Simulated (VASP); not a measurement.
# ZnO (P6_3mc) in VASP: notebook, part 4 of 4

VASP 6.6.1. The steps go on from the part before.

### 6 Relaxation of cell and atoms, PBEsol

This run uses another cell than the first one, of 12.33 Å³/atom.

Input file INCAR:

```
SYSTEM = ZnO
ALGO     = Normal         ! electronic algorithm
EDIFF    = 1E-7           ! SCF threshold, eV
EDIFFG   = -0.005         ! ionic threshold
ENCUT    = 600            ! plane-wave cutoff, eV
GGA      = PS             ! functional
IBRION   = 2              ! ionic algorithm
ISIF     = 3              ! what is computed and relaxed
ISMEAR   = -1             ! smearing method
LASPH    = .TRUE.         ! aspherical terms in the spheres
LCHARG   = .FALSE.        ! write CHGCAR
LREAL    = .FALSE.        ! projectors in reciprocal space
LWAVE    = .FALSE.        ! write WAVECAR
NELM     = 100            ! most SCF steps
NSW      = 80             ! ionic steps
PREC     = Accurate       ! precision mode
SIGMA    = 0.02           ! smearing width, eV
```

Input file KPOINTS:

```
k-points
0
G
  12 12 4
  0 0 0
```

Input file POSCAR:

```
ZnO
1.0
    3.2795251991      0.0000000000      0.0000000000
   -1.6397625995      2.8401521347      0.0000000000
    0.0000000000      0.0000000000      5.2931629342
Zn O
2 2
Direct
    0.3333333333      0.6666666667      0.4999596417
    0.6666666667      0.3333333333     -0.0000403583
    0.6666666667      0.3333333333      0.3790503583
    0.3333333333      0.6666666667      0.8790503583
```

Potentials or basis: VASP PAW PBE potentials, release 64 (Zn, O).

Command:

```console
$ cat potpaw_PBE.64/Zn/POTCAR potpaw_PBE.64/O/POTCAR > POTCAR
$ mpirun -np 1 vasp_std > vasp.out
```

OUTCAR:

```text
SYSTEM = ZnO
   EDIFF = 1E-7
   EDIFFG = -0.005
   ENCUT = 600
   GGA = PS
   IBRION = 2
   ISIF = 3
   ISMEAR = -1
   LASPH = .TRUE.
   LREAL = .FALSE.
   NELM = 100
   NSW = 80
   PREC = Accurate

 ion  position               nearest neighbor table
   1  0.333  0.667  0.500-   3 2.00   3 2.00   3 2.00   4 2.01
   2  0.667  0.333  1.000-   4 2.00   4 2.00   4 2.00   3 2.01
   3  0.667  0.333  0.379-   1 2.00   1 2.00   1 2.00   2 2.01
   4  0.333  0.667  0.879-   2 2.00   2 2.00   2 2.00   1 2.01

  LATTYP: Found a hexagonal cell.
 ALAT       =     3.2795251991
 C/A-ratio  =     1.6140028244

  Lattice vectors:

 A1 = (   3.2795251991,   0.0000000000,   0.0000000000)
 A2 = (  -1.6397625995,   2.8401521347,   0.0000000000)
 A3 = (   0.0000000000,   0.0000000000,   5.2931629342)

Analysis of symmetry for initial positions (statically):
=====================================================================
 Subroutine PRICEL returns:
 Original cell was already a primitive cell.

 Routine SETGRP: Setting up the symmetry group for a
 hexagonal supercell.

 Subroutine GETGRP returns: Found 12 space group operations
 (whereof  6 operations were pure point group operations)
 out of a pool of 24 trial point group operations.

The static configuration has the point symmetry C_3v.
 The point group associated with its full space group is C_6v.

Analysis of symmetry for dynamics (positions and initial velocities):
=====================================================================
 Subroutine PRICEL returns:
 Original cell was already a primitive cell.

 Routine SETGRP: Setting up the symmetry group for a
 hexagonal supercell.

 Subroutine GETGRP returns: Found 12 space group operations
 (whereof  6 operations were pure point group operations)
 out of a pool of 24 trial point group operations.

The dynamic configuration has the point symmetry C_3v.
 The point group associated with its full space group is C_6v.

 Subroutine INISYM returns: Found 12 space group operations
 (whereof  6 operations are pure point group operations),
 and found     1 'primitive' translations

----------------------------------------------------------------------------------------

                                     Primitive cell

  volume of cell :      49.3024

  direct lattice vectors                    reciprocal lattice vectors
     3.279525199  0.000000000  0.000000000     0.304922188  0.176046907  0.000000000
    -1.639762600  2.840152135  0.000000000     0.000000000  0.352093815  0.000000000
     0.000000000  0.000000000  5.293162934     0.000000000  0.000000000  0.188922958

  length of vectors
     3.279525199  3.279525199  5.293162934     0.352093815  0.352093815  0.188922958

  position of ions in fractional coordinates (direct lattice)
     0.333333333  0.666666667  0.499959642
     0.666666667  0.333333333  0.999959642
     0.666666667  0.333333333  0.379050358
     0.333333333  0.666666667  0.879050358

  ion indices of the primitive-cell ions
   primitive index   ion index
                 1           1
                 2           2
                 3           3
                 4           4

----------------------------------------------------------------------------------------

 KPOINTS: k-points

[... 26 lines left out ...]
  0.166667 -0.000000  0.000000      6.000000
  0.250000 -0.000000  0.000000      6.000000
  0.333333 -0.000000  0.000000      6.000000
  0.416667 -0.000000  0.000000      6.000000
[... 16 lines left out ...]
  0.250000 -0.000000  0.250000     12.000000
  0.333333 -0.000000  0.250000     12.000000
 [... further k-points ...]
   k-points           NKPTS =     57   k-points in BZ     NKDIM =     57   number of bands    NBANDS=     22
   number of dos      NEDOS =    301   number of ions     NIONS =      4
   total plane-waves  NPLWV =  32928
   dimension x,y,z NGX =    28 NGY =   28 NGZ =   42
   dimension x,y,z NGXF=    56 NGYF=   56 NGZF=   84
   ions per type =               2   2
   NGX,Y,Z   is equivalent  to a cutoff of  14.19, 14.19, 13.19 a.u.
   NGXF,Y,Z  is equivalent  to a cutoff of  28.39, 28.39, 26.38 a.u.
 SYSTEM =  ZnO
   PREC   = accura    normal or accurate (medium, high low for compatibility)
   ISTART =      0    job   : 0-new  1-cont  2-samecut
   ICHARG =      2    charge: 1-file 2-atom 10-const
   ISPIN  =      1    spin polarized calculation?
   LNONCOLLINEAR =      F non collinear calculations
   LSORBIT =      F    spin-orbit coupling
   LASPH  =      T    aspherical Exc in radial PAW
   ENCUT  =  600.0 eV  44.10 Ry    6.64 a.u.   6.55  6.55 10.57*2*pi/ulx,y,z
   NELM   =    100;   NELMIN=  2; NELMDL= -5     # of ELM steps
   EDIFF  = 0.1E-06   stopping-criterion for ELM
   LREAL  =      F    real-space projection
   EDIFFG = -.5E-02   stopping-criterion for IOM
   NSW    =     80    number of steps for IOM
   IBRION =      2    ionic relax: 0-MD 1-quasi-New 2-CG
   NFREE  =      1    steps in history (QN), initial steepest desc. (CG)
   ISIF   =      3    stress and relaxation
   ISYM   =      2    0-nonsym 1-usesym 2-fastsym
   POTIM  = 0.5000    time-step for ionic-motion
   TEBEG  =    0.0;   TEEND  =   0.0 temperature during run
   PSTRESS=    0.0 pullay stress
   NELECT =      36.0000    total number of electrons
   NUPDOWN=      -1.0000    fix difference up-down
   EMIN   =  10.00;   EMAX   =-10.00  energy-range for DOS
   EFERMI =   0.00;   METHOD = LEGACY
   ISMEAR =    -1;   SIGMA  =   0.02  broadening in eV -4-tet -1-fermi 0-gaus
   EFERMI_NEDOS =   21; number of points for ismear=-14 and -15
   IALGO  =     38    algorithm
   IMIX   =      4    mixing-type and parameters
     AMIX     =   0.40;   BMIX     =  1.00
     AMIX_MAG =   1.60;   BMIX_MAG =  1.00
  volume/ion in A,a.u.               =      12.33        83.18
  Fermi-wavevector in a.u.,A,eV,Ry     =   1.474189  2.785813 29.568617  2.173232
  Thomas-Fermi vector in A             =   2.588990
   LORBIT       =      0    0 simple, 1 ext, 2 COOP (PROOUT), +10 PAW based schemes
   GGA     = PS    functional components
   LHFCALC =     F    Hartree Fock is set to
   AEXX    =    0.0000 exact exchange contribution
   IVDW    =     0    specifies the selected vdW correction
   LEPSILON=     F    determine dielectric tensor
   LRPA    =     F    only Hartree local field effects (RPA)
 conjugate gradient relaxation of ions
 non-spin polarized calculation
  energy-cutoff  :      600.00
  volume of cell :       49.30
 maximum number of plane-waves:      1677
 NGX is ok and might be reduce to    28
   NGX = 13   NGY = 13   NGZ = 21

--------------------------------------- Ionic step        1  -------------------------------------------

 number of electron      36.0000014 magnetization

 Free energy of the ion-electron system (eV)
  ---------------------------------------------------
  ext. energy  EPLUGINS =         0.00000000
  ---------------------------------------------------
  free energy    TOTEN  =       -19.38580089 eV

  energy without entropy =      -19.38580089  energy(sigma->0) =      -19.38580089

------------------------ aborting loop because EDIFF is reached ----------------------------------------

  FORCE on cell =-STRESS in cart. coord.  units (eV):
  Direction    XX          YY          ZZ          XY          YZ          ZX
  --------------------------------------------------------------------------------------
  -------------------------------------------------------------------------------------
  Total       -1.6251162     -1.6251162     -1.6180418     -0.0000000      0.0000000      0.0000000
  in kB      -52.8113374    -52.8113374    -52.5814400     -0.0000000      0.0000000      0.0000000
  external PRESSURE =     -52.7347050 kB  Pullay stress =       0.0000000 kB
[... 63 lines left out ...]
--------------------------------------- Ionic step        3  -------------------------------------------

 number of electron      36.0000009 magnetization

 Free energy of the ion-electron system (eV)
  ---------------------------------------------------
  ext. energy  EPLUGINS =         0.00000000
  ---------------------------------------------------
  free energy    TOTEN  =       -19.41901603 eV

  energy without entropy =      -19.41901603  energy(sigma->0) =      -19.41901603

 E-fermi :   1.4502     XC(G=0): -11.2122

 val. band max:        1.0963323878   @ k =   0.0000   0.0000   0.0000
 cond. band min:       1.7800214313   @ k =   0.0000   0.0000   0.0000
 fundamental gap:      0.6836890435
 Fermi energy:         1.4502479417

 k-point     1 :       0.0000    0.0000    0.0000
  band No.  band energies     occupation
      1     -16.9895      2.00000
      2     -16.2424      2.00000
      3      -4.6696      2.00000
      4      -4.6457      2.00000
      5      -4.6457      2.00000
      6      -4.6009      2.00000
[... 589 lines left out ...]
     21       9.5202      0.00000
     22       9.9229      0.00000

 [... further k-points ...]
[... 5 lines left out ...]
  --------------------------------------------------------------------------------------
  -------------------------------------------------------------------------------------
  Total       -0.0019153     -0.0019153     -0.0081073     -0.0000000     -0.0000000      0.0000000
  in kB       -0.0647882     -0.0647882     -0.2742451     -0.0000000     -0.0000000      0.0000000
  external PRESSURE =      -0.1346072 kB  Pullay stress =       0.0000000 kB
[... 19 lines left out ...]
  FREE ENERGIE OF THE ION-ELECTRON SYSTEM (eV)
  ---------------------------------------------------
  free  energy   TOTEN  =       -19.4190160289 eV

  energy  without entropy=      -19.4190160288  energy(sigma->0) =      -19.41901603

 reached required accuracy - stopping structural energy minimisation
```

It took 74 s on 1 thread of Intel Xeon 6975P-C (Granite Rapids), shared host; peak memory 0.22 GiB.

What came out:

```yaml
Free_energy: -19.4190 eV
Relaxed_volume: 11.84 Å³/atom
Relaxed_cell: a = 3.236 Å, b = 3.236 Å, c = 5.223 Å, α = 90.00°, β = 90.00°, γ = 120.00°
Space_group_after_relaxing_to_0.1_Å: P6_3mc (No. 186)
Energy_gained_by_relaxing: 8.3 meV/atom
Ionic_steps: 3
Pressure_after_relaxing: 0.0 GPa
Largest_force_after_relaxing: 0.004 eV/Å
Band_gap_on_the_k_mesh: 0.68 eV
```

Forces on the atoms (eV/Å):
```
Zn   0.000  0.000  0.004
Zn   0.000  0.000  0.004
O    0.000  0.000 -0.004
O    0.000  0.000 -0.004
```

The path:
```tsv
step	energy change (eV)	largest force (eV/Å)	pressure (GPa)	volume (Å³)
1	0.0000	0.0018	-5.27	49.30
2	-0.0251	0.0048	2.90	46.46
3	-0.0332	0.0037	-0.01	47.36
```

Final structure:
```
Zn O
1.0
     3.23591    0.00000    0.00000
    -1.61796    2.80238    0.00000
     0.00000    0.00000    5.22308
Zn O
2 2
Direct
  0.33333 0.66667 0.49997
  0.66667 0.33333 0.99997
  0.66667 0.33333 0.37904
  0.33333 0.66667 0.87904
```

Caveat: the PAW data sets were made with another functional, which shifts forces and pressure a little. A hybrid or GW would open this gap; PBEsol tends to underestimate it.

### 7 Overview

| task | level | potentials or basis | cell | k mesh | cutoff (eV) | smearing | gap on the mesh (eV) | pressure (GPa) | relaxed volume (Å³/atom) | largest force (eV/Å) |
| --- | --- | --- | --- | --- | --- | --- | --- | --- | --- | --- |
| single point | LDA | VASP PAW LDA potentials, release 64 (Zn, O) | a = 3.235, b = 3.235, c = 5.211 Å, angles 90.0, 90.0, 120.0°, 4 atoms | 12 × 12 × 6 | 520 | gaussian 0.01 eV | 0.75 | -5.0 | - | 0.01 |
| single point | r2SCAN | VASP PAW PBE potentials, release 64 (Zn, O) | a = 3.235, b = 3.235, c = 5.211 Å, angles 90.0, 90.0, 120.0°, 4 atoms | 12 × 12 × 4 | 520 | fermi-dirac 0.02 eV | 1.23 | 1.0 | - | 0.01 |
| single point | r2SCAN | VASP PAW PBE potentials, release 64 (Zn, O) | a = 3.235, b = 3.235, c = 5.211 Å, angles 90.0, 90.0, 120.0°, 4 atoms | 12 × 12 × 6 | 520 | gaussian 0.01 eV | 1.23 | 1.0 | - | 0.01 |
| relaxation of cell and atoms | PBE | VASP PAW PBE potentials, release 64 (Zn, O) | relaxed from a = 3.249, b = 3.249, c = 5.206 Å, angles 90.0, 90.0, 120.0°, 4 atoms | 12 × 12 × 4 | 600 | fermi-dirac 0.02 eV | 0.72 | 0.0 | 12.41 | - |
| relaxation of cell and atoms | PBEsol | VASP PAW PBE potentials, release 64 (Zn, O) | relaxed from a = 3.280, b = 3.280, c = 5.293 Å, angles 90.0, 90.0, 120.0°, 4 atoms | 12 × 12 × 4 | 600 | fermi-dirac 0.02 eV | 0.68 | 0.0 | 11.84 | - |

Alike in all rows: no spin polarisation.

Caveats: the PAW data sets were made with another functional, which shifts forces and pressure a little (at least some runs); the cell stands under tension (at least some runs).

Absolute energies hang on the potentials; compare differences alone.
